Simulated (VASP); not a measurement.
Runs of VASP 6.6.1 on CdF2. The structure is that of space group Fmmm (No. 69), or close to it. The cells are those of the table. 

| cell | gap on the mesh (eV) | pressure (GPa) |
| --- | --- | --- |
| a = 4.024, b = 3.923, c = 3.523 Å, angles 65.2, 62.2, 52.6°, 3 atoms | 1.80 | 2.0 |
| a = 3.921, b = 3.849, c = 3.665 Å, angles 62.8, 60.9, 56.3°, 3 atoms | 2.59 | 1.1 |
| a = 3.823, b = 3.662, c = 3.953 Å, angles 60.1, 56.2, 63.7°, 3 atoms | 2.45 | 1.2 |
| a = 3.957, b = 3.813, c = 3.668 Å, angles 63.8, 59.9, 56.3°, 3 atoms | 2.44 | 1.3 |
| a = 3.797, b = 3.632, c = 4.024 Å, angles 59.2, 55.3, 65.6°, 3 atoms | 2.00 | (a) |
| a = 3.998, b = 3.859, c = 3.596 Å, angles 64.7, 60.8, 54.4°, 3 atoms | 2.12 | (b) |
| a = 3.939, b = 3.831, c = 3.666 Å, angles 63.3, 60.4, 56.3°, 3 atoms | 2.52 | 1.2 |

Alike in all rows: task single point; level PBEsol; potentials or basis VASP PAW PBE potentials, release 64 (Cd, F); no spin polarisation; k mesh 8 × 8 × 8; cutoff (eV) 520; smearing gaussian 0.05 eV.

Fill in the values left out.

(a) 1.9; (b) 1.6.

Caveats: the PAW data sets were made with another functional, which shifts forces and pressure a little; the stress differs along the axes, from -16 to 15 GPa (at least some runs); the stress differs along the axes, from -7 to 8 GPa (at least some runs); the stress differs along the axes, from -7 to 10 GPa (at least some runs); the stress differs along the axes, from -7 to 11 GPa (at least some runs); the stress differs along the axes, from -10 to 16 GPa (at least some runs); the stress differs along the axes, from -11 to 14 GPa (at least some runs).

A k mesh can miss the band edges, and the runs leave out spin-orbit coupling on Cd.
